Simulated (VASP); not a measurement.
# KBr (Pm-3m) in VASP: further runs, part 2 of 2

VASP 6.6.1. The steps go on from the part before.

### 3 Vibrations by perturbation theory, LDA

This run uses another cell than the first one, of 28.33 Å³/atom.

Input file INCAR:

```
SYSTEM = KBr
PREC = Accurate
ENCUT = 520
EDIFF = 1E-8
ISMEAR = 0
SIGMA = 0.01
LREAL = .False.
LASPH = .True.
NELM = 100
ALGO = Normal
ISIF = 2
LWAVE = .False.
LCHARG = .False.
GGA = CA
IBRION = 8
NSW = 1
LEPSILON = .True.
```

Input file KPOINTS:

```
Automatic mesh
0
Gamma
  6 6 6
  0 0 0
```

Input file POSCAR:

```
KBr
1.0
    3.8409000000      0.0000000000      0.0000000000
    0.0000000000      3.8409000000      0.0000000000
    0.0000000000      0.0000000000      3.8409000000
K Br
1 1
Direct
    0.0000000000      0.0000000000      0.0000000000
    0.5000000000      0.5000000000      0.5000000000
```

Potentials or basis: VASP PAW LDA potentials, release 64 (K_sv, Br).

The run is started by

```sh
cat potpaw_LDA.64/K_sv/POTCAR potpaw_LDA.64/Br/POTCAR > POTCAR
mpirun -np 1 vasp_std > vasp.out
```

OUTCAR:

```text
SYSTEM = KBr
   PREC = Accurate
   ENCUT = 520
   EDIFF = 1E-8
   ISMEAR = 0
   LREAL = .False.
   LASPH = .True.
   NELM = 100
   ISIF = 2
   GGA = CA
   IBRION = 8
   NSW = 1
   LEPSILON = .True.

 ion  position               nearest neighbor table
   1  0.000  0.000  0.000-
   2  0.500  0.500  0.500-

  LATTYP: Found a simple cubic cell.
 ALAT       =     3.8409000000

  Lattice vectors:

 A1 = (   3.8409000000,   0.0000000000,   0.0000000000)
 A2 = (   0.0000000000,   3.8409000000,   0.0000000000)
 A3 = (   0.0000000000,   0.0000000000,   3.8409000000)

Analysis of symmetry for initial positions (statically):
=====================================================================
 Subroutine PRICEL returns:
 Original cell was already a primitive cell.

 Routine SETGRP: Setting up the symmetry group for a
 simple cubic supercell.

 Subroutine GETGRP returns: Found 48 space group operations
 (whereof 48 operations were pure point group operations)
 out of a pool of 48 trial point group operations.

The static configuration has the point symmetry O_h .

Analysis of symmetry for dynamics (positions and initial velocities):
=====================================================================
 Subroutine PRICEL returns:
 Original cell was already a primitive cell.

 Routine SETGRP: Setting up the symmetry group for a
 simple cubic supercell.

 Subroutine GETGRP returns: Found 48 space group operations
 (whereof 48 operations were pure point group operations)
[... 549 lines left out ...]

 PIEZOELECTRIC TENSOR (including local field effects)  for field in x, y, z        (C/m^2)
          XX          YY          ZZ          XY          YZ          ZX
  --------------------------------------------------------------------------------
  x     0.00000     0.00000     0.00000     0.00000     0.00000     0.00000
  y     0.00000     0.00000     0.00000     0.00000     0.00000     0.00000
  z     0.00000     0.00000     0.00000     0.00000     0.00000     0.00000

 BORN EFFECTIVE CHARGES (including local field effects) (in |e|, cummulative output)
 ---------------------------------------------------------------------------------
 ion    1
    1     1.19979     0.00000     0.00000
    2     0.00000     1.19979     0.00000
    3     0.00000     0.00000     1.19979
 ion    2
    1    -1.19979    -0.00000    -0.00000
    2    -0.00000    -1.19979    -0.00000
    3    -0.00000    -0.00000    -1.19979

 INTERNAL STRAIN TENSOR FOR ION    2 for displacements in x,y,z  (eV/Angst):
          X           Y           Z          XY          YZ          ZX
  --------------------------------------------------------------------------------
  x     0.00000     0.00000     0.00000     0.00000     0.00000     0.00000
  y     0.00000     0.00000     0.00000     0.00000     0.00000     0.00000
  z     0.00000     0.00000     0.00000     0.00000     0.00000     0.00000

 SECOND DERIVATIVES (NOT SYMMETRIZED)
 ------------------------------------
               1X          1Y          1Z          2X          2Y          2Z
  1X    -1.061883    0.000000   -0.000000    1.061883   -0.000000    0.000000
  1Y    -0.000000   -1.061883    0.000000    0.000000    1.061883   -0.000000
  1Z     0.000000   -0.000000   -1.061883   -0.000000    0.000000    1.061883
  2X     1.068306    0.000000   -0.000000   -1.068306   -0.000000    0.000000
  2Y     0.000000    1.068306   -0.000000   -0.000000   -1.068306    0.000000
  2Z    -0.000000   -0.000000    1.068306    0.000000    0.000000   -1.068306

 Eigenvectors and eigenvalues of the dynamical matrix
 ----------------------------------------------------

   1 f  =    3.147285 THz    19.774978 2PiTHz  104.982144 cm-1    13.016121 meV
             X         Y         Z           dx          dy          dz
      0.000000  0.000000  0.000000    -0.000000   -0.000000    0.818608
      1.920450  1.920450  1.920450     0.000000    0.000000   -0.574353
[... 21 lines left out ...]
   6 f/i=    0.004462 THz     0.028035 2PiTHz    0.148832 cm-1     0.018453 meV
             X         Y         Z           dx          dy          dz
      0.000000  0.000000  0.000000     0.408441   -0.403804   -0.000000
      1.920450  1.920450  1.920450     0.582138   -0.575529    0.000000

--------------------------------------------------------------------------------------------------------

 MACROSCOPIC STATIC DIELECTRIC TENSOR IONIC CONTRIBUTION
 ------------------------------------------------------
           4.316082     0.000000     0.000000
           0.000000     4.316082     0.000000
           0.000000     0.000000     4.316082
 ------------------------------------------------------

 ELASTIC MODULI CONTR FROM IONIC RELAXATION (kBar)
 Direction    XX          YY          ZZ          XY          YZ          ZX
 --------------------------------------------------------------------------------
 XX           0.0000      0.0000      0.0000      0.0000      0.0000      0.0000
 YY           0.0000      0.0000      0.0000      0.0000      0.0000      0.0000
 ZZ           0.0000      0.0000      0.0000      0.0000      0.0000      0.0000
 XY           0.0000      0.0000      0.0000      0.0000      0.0000      0.0000
 YZ           0.0000      0.0000      0.0000      0.0000      0.0000      0.0000
 ZX           0.0000      0.0000      0.0000      0.0000      0.0000      0.0000
 --------------------------------------------------------------------------------

 PIEZOELECTRIC TENSOR IONIC CONTR  for field in x, y, z        (C/m^2)
          XX          YY          ZZ          XY          YZ          ZX
  --------------------------------------------------------------------------------
  x     0.00000     0.00000     0.00000     0.00000     0.00000     0.00000
  y     0.00000     0.00000     0.00000     0.00000     0.00000     0.00000
  z     0.00000     0.00000     0.00000     0.00000     0.00000     0.00000
```

It took 4.6 min on 1 thread of AMD EPYC 7R13 (Zen 3), shared host; peak memory 0.19 GiB.

Results:

```yaml
Electronic_dielectric_tensor_diagonal: 3.13
Born_charges_mean_of_the_diagonal: K +1.20; Br -1.20 e
Highest_phonon_frequency_at_Γ_LO-TO_splitting_left_out: 105 cm⁻¹
```

Phonon frequencies in cm⁻¹ (negative: imaginary):
```tsv
q point	frequencies
(0.000, 0.000, 0.000)	0 0 0 105 105 105
```

Electronic dielectric tensor:
```
3.13 0.00 0.00
0.00 3.13 0.00
0.00 0.00 3.13
```

Born effective charge tensors (e):
atom 1, K
```
1.20 0.00 0.00
0.00 1.20 0.00
0.00 0.00 1.20
```
atom 2, Br
```
-1.20  0.00  0.00
 0.00 -1.20  0.00
 0.00  0.00 -1.20
```

### 4 Vibrations by perturbation theory, LDA

This run uses another cell than the first one, of 30.05 Å³/atom.

INCAR, as its differences from that of step 3:

```diff
@@ -8,3 +8,3 @@
 LASPH = .True.
-NELM = 100
+NELM = 60
 ALGO = Normal
@@ -13,3 +13,2 @@
 LCHARG = .False.
-GGA = CA
 IBRION = 8
```

KPOINTS is that of step 3.

Input file POSCAR:

```
KBr
1.0
    3.9172000000      0.0000000000      0.0000000000
    0.0000000000      3.9172000000      0.0000000000
    0.0000000000      0.0000000000      3.9172000000
K Br
1 1
Direct
    0.0000000000      0.0000000000      0.0000000000
    0.5000000000      0.5000000000      0.5000000000
```

Potentials or basis: VASP PAW LDA potentials, release 64 (K_sv, Br).

The run is started by

```sh
cat potpaw_LDA.64/K_sv/POTCAR potpaw_LDA.64/Br/POTCAR > POTCAR
mpirun -np 1 vasp_std > vasp.out
```

OUTCAR:

```text
SYSTEM = KBr
   PREC = Accurate
   ENCUT = 520
   EDIFF = 1E-8
   ISMEAR = 0
   LREAL = .False.
   LASPH = .True.
   NELM = 60
   ISIF = 2
   IBRION = 8
   NSW = 1
   LEPSILON = .True.

 ion  position               nearest neighbor table
   1  0.000  0.000  0.000-
   2  0.500  0.500  0.500-

  LATTYP: Found a simple cubic cell.
 ALAT       =     3.9172000000

  Lattice vectors:

 A1 = (   3.9172000000,   0.0000000000,   0.0000000000)
 A2 = (   0.0000000000,   3.9172000000,   0.0000000000)
 A3 = (   0.0000000000,   0.0000000000,   3.9172000000)

Analysis of symmetry for initial positions (statically):
=====================================================================
[... 594 lines left out ...]
  y     0.00000     0.00000     0.00000     0.00000     0.00000     0.00000
  z     0.00000     0.00000     0.00000     0.00000     0.00000     0.00000

 SECOND DERIVATIVES (NOT SYMMETRIZED)
 ------------------------------------
               1X          1Y          1Z          2X          2Y          2Z
  1X    -0.711455    0.000000    0.000000    0.711455   -0.000000   -0.000000
  1Y     0.000000   -0.711455    0.000000   -0.000000    0.711455   -0.000000
  1Z     0.000000    0.000000   -0.711455   -0.000000   -0.000000    0.711455
  2X     0.716039   -0.000000   -0.000000   -0.716039    0.000000    0.000000
  2Y    -0.000000    0.716039   -0.000000    0.000000   -0.716039    0.000000
  2Z    -0.000000   -0.000000    0.716039    0.000000    0.000000   -0.716039

 Eigenvectors and eigenvalues of the dynamical matrix
 ----------------------------------------------------

   1 f  =    2.576319 THz    16.187489 2PiTHz   85.936749 cm-1    10.654794 meV
             X         Y         Z           dx          dy          dz
      0.000000  0.000000  0.000000    -0.818555    0.000000    0.000000
      1.958600  1.958600  1.958600     0.574429   -0.000000    0.000000
[... 21 lines left out ...]
   6 f/i=    0.003890 THz     0.024442 2PiTHz    0.129757 cm-1     0.016088 meV
             X         Y         Z           dx          dy          dz
      0.000000  0.000000  0.000000     0.123465   -0.109367   -0.550239
      1.958600  1.958600  1.958600     0.175936   -0.155847   -0.784085

--------------------------------------------------------------------------------------------------------

 MACROSCOPIC STATIC DIELECTRIC TENSOR IONIC CONTRIBUTION
 ------------------------------------------------------
           6.170013     0.000000     0.000000
           0.000000     6.170013    -0.000000
           0.000000    -0.000000     6.170013
 ------------------------------------------------------

 ELASTIC MODULI CONTR FROM IONIC RELAXATION (kBar)
 Direction    XX          YY          ZZ          XY          YZ          ZX
 --------------------------------------------------------------------------------
 XX           0.0000      0.0000      0.0000      0.0000      0.0000      0.0000
 YY           0.0000      0.0000      0.0000      0.0000      0.0000      0.0000
 ZZ           0.0000      0.0000      0.0000      0.0000      0.0000      0.0000
 XY           0.0000      0.0000      0.0000      0.0000      0.0000      0.0000
 YZ           0.0000      0.0000      0.0000      0.0000      0.0000      0.0000
 ZX           0.0000      0.0000      0.0000      0.0000      0.0000      0.0000
 --------------------------------------------------------------------------------

 PIEZOELECTRIC TENSOR IONIC CONTR  for field in x, y, z        (C/m^2)
          XX          YY          ZZ          XY          YZ          ZX
  --------------------------------------------------------------------------------
  x     0.00000     0.00000     0.00000     0.00000     0.00000     0.00000
  y     0.00000     0.00000     0.00000     0.00000     0.00000     0.00000
  z     0.00000     0.00000     0.00000     0.00000     0.00000     0.00000
```

It took 6.3 min on 1 thread of AMD EPYC 7R13 (Zen 3), shared host; peak memory 0.2 GiB.

Results:

```yaml
Electronic_dielectric_tensor_diagonal: 3.04
Born_charges_mean_of_the_diagonal: K +1.21; Br -1.21 e
Highest_phonon_frequency_at_Γ_LO-TO_splitting_left_out: 86 cm⁻¹
```

Phonon frequencies in cm⁻¹ (negative: imaginary):
| q point | frequencies |
| --- | --- |
| (0.000, 0.000, 0.000) | 0 0 0 86 86 86 |

Electronic dielectric tensor:
```
3.04 0.00 0.00
0.00 3.04 0.00
0.00 0.00 3.04
```

Born effective charge tensors (e):
atom 1, K
```
1.21 0.00 0.00
0.00 1.21 0.00
0.00 0.00 1.21
```
atom 2, Br
```
-1.21  0.00  0.00
 0.00 -1.21  0.00
 0.00  0.00 -1.21
```

Caveat: the cell stands under pressure or tension, which shifts response properties.
